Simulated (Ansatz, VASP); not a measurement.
SnO2: VASP beside Ansatz

The input INCAR:

```
PREC = Accurate ; ENCUT = 520
EDIFF = 1E-6 ; ISMEAR = 0
SIGMA = 0.01 ; LREAL = F
LASPH = T ; NELM = 60
ALGO = Normal ; ISIF = 2
LWAVE = F ; LCHARG = F
GGA = PS ; NBANDS = 35
```

The input KPOINTS:

```
Automatic mesh
0
Gamma
  4 4 6
```

File POSCAR:

```
SnO2
1.0
    4.8819102722      0.0000000000      0.0000000000
    0.0000000000      4.9620294086      0.0000000000
    0.0000000000      0.0000000000      3.3044611570
Sn O
2 4
Direct
    0.5000000000      0.5000000000      0.5000000000
    0.0000000000      0.0000000000      0.0000000000
    0.2918550000      0.3210420000      0.0000000000
    0.7918550000      0.1789580000      0.5000000000
    0.2081450000      0.8210420000      0.5000000000
    0.7081450000      0.6789580000      0.0000000000
```

Input for Ansatz:

```yaml
crystal:
  lattice:
    - [4.881910272208861, 0.0, 0.0]
    - [0.0, 4.962029408569155, 0.0]
    - [0.0, 0.0, 3.304461156962516]
  atoms:
    - { symbol: Sn, position: [0.5, 0.5, 0.5] }
    - { symbol: Sn, position: [0.0, 0.0, 0.0] }
    - { symbol: O, position: [0.291855, 0.321042, 0.0] }
    - { symbol: O, position: [0.791855, 0.178958, 0.5] }
    - { symbol: O, position: [0.208145, 0.821042, 0.5] }
    - { symbol: O, position: [0.708145, 0.678958, 0.0] }
basis:
  ecutwfc: 550.0
kpoints:
  mp_grid:
    grid: [4, 4, 6]
hamiltonian:
  xc: pbesol
  pseudopotentials:
    kind: paw
scf:
  occupations:
    method: fixed
output:
  stress: true
```

Alike in both runs: task single point; functional PBEsol; k mesh 4 × 4 × 6; no spin polarisation.

```csv
,VASP,Ansatz
version,VASP 6.6.1,Ansatz 0.2.0
potentials or method,"VASP PAW PBE potentials, release 64 (Sn_d, O), cutoff 520 eV","plane waves, PAW"
occupations,"gaussian, width 0.01 eV",fixed
valence electrons in the cell,52,52
```

```tsv
	VASP	Ansatz	Ansatz less VASP
pressure (GPa)	-14.2	-14.6	-0.45
traceless stress, the component that is largest in VASP (GPa)	-2.39	-2.58	-0.193
```

VASP's potentials were made for PBE, not for PBEsol.
